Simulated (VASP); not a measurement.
A run of VASP 6.6.1:

Contents of INCAR:

```
ALGO     = Fast           # electronic algorithm
EDIFF    = 1E-7           # SCF threshold, eV
ENCUT    = 520            # plane-wave cutoff, eV
GGA      = PS             # functional
ISIF     = 2              # what is computed and relaxed
ISMEAR   = 0              # smearing method
LASPH    = True           # aspherical terms in the spheres
LCHARG   = False          # write CHGCAR
LREAL    = False          # projectors in reciprocal space
LWAVE    = False          # write WAVECAR
NBANDS   = 11             # bands
NELM     = 60             # most SCF steps
PREC     = Accurate       # precision mode
SIGMA    = 0.15           # smearing width, eV
```

File KPOINTS:

```
k-points
0
Gamma
  14 14 14
```

The input POSCAR:

```
Ba
1.0
   -2.7187500000      2.2812500000      2.5000000000
    2.7187500000     -2.2812500000      2.5000000000
    2.7187500000      2.2812500000     -2.5000000000
Ba
1
Direct
    0.0000000000      0.0000000000      0.0000000000
```

Potentials or basis: VASP PAW PBE potentials, release 64 (Ba_sv).

Command:

```console
$ cat potpaw_PBE.64/Ba_sv/POTCAR > POTCAR
$ mpirun -np 1 vasp_std > vasp.out
```

Hardware: 1 thread of Intel(R) Xeon(R) Platinum 8259CL CPU @ 2.50GHz (Skylake/Cascade Lake), on a shared host.

Question: Estimate the wall time of this run.

Answer: Run time: 3.1 min on 1 thread of Intel(R) Xeon(R) Platinum 8259CL CPU @ 2.50GHz (Skylake/Cascade Lake) (shared host), peak memory 0.4 GiB. Counts: scf iterations 12, k points 428.
